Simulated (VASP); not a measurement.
Wanted: the native input for a VASP 6.6.1 run.

* Task: single point
* Functional: PBEsol
* Potentials or basis: VASP PAW PBE potentials, release 64 (Co, Si)
* Cutoff: 520 eV
* k mesh: 14 × 14 × 14
* Occupations: gaussian, width 0.1 eV
* Spin: no spin polarisation
* Dipole correction: no
* Further INCAR settings: ALGO = Normal; EDIFF = 1e-06; NBANDS = 16

The structure of CoSi2 lies in POSCAR:

```
CoSi2
1.0
    0.0000000000      2.5454307143      2.5454307143
    2.5454307143      0.0000000000      2.5454307143
    2.5454307143      2.5454307143      0.0000000000
Co Si
1 2
Direct
    0.0000000000      0.0000000000      0.0000000000
    0.2500000000      0.2500000000      0.2500000000
    0.7500000000      0.7500000000      0.7500000000
```

One way to write it, as run:

INCAR

```
SYSTEM = CoSi2
  PREC = Accurate
  ENCUT = 520
  EDIFF = 1E-6
  ISMEAR = 0
  SIGMA = 0.1
  LREAL = .False.
  LASPH = .True.
  NELM = 100
  ALGO = Normal
  ISIF = 2
  LWAVE = .False.
  LCHARG = .False.
  GGA = PS
  NBANDS = 16
```

KPOINTS

```
regular mesh
0
Gamma
  14 14 14
  0 0 0
```

Potentials or basis: VASP PAW PBE potentials, release 64 (Co, Si).

The run is started by

```console
$ cat potpaw_PBE.64/Co/POTCAR potpaw_PBE.64/Si/POTCAR > POTCAR
$ mpirun -np 1 vasp_std > vasp.out
```

It gave:

```
Pressure               : 33.2 GPa
Band gap on the k mesh : zero (an odd number of electrons rules out a gap without spin polarisation)
```

Caveat: the cell stands under pressure; the PAW data sets were made with another functional, which shifts forces and pressure a little; the run has no spin polarisation, though such a crystal can be magnetic.

It took 44 s on 1 thread of AMD EPYC 9R14 (Zen 4) (shared host), peak memory 0.16 GiB.
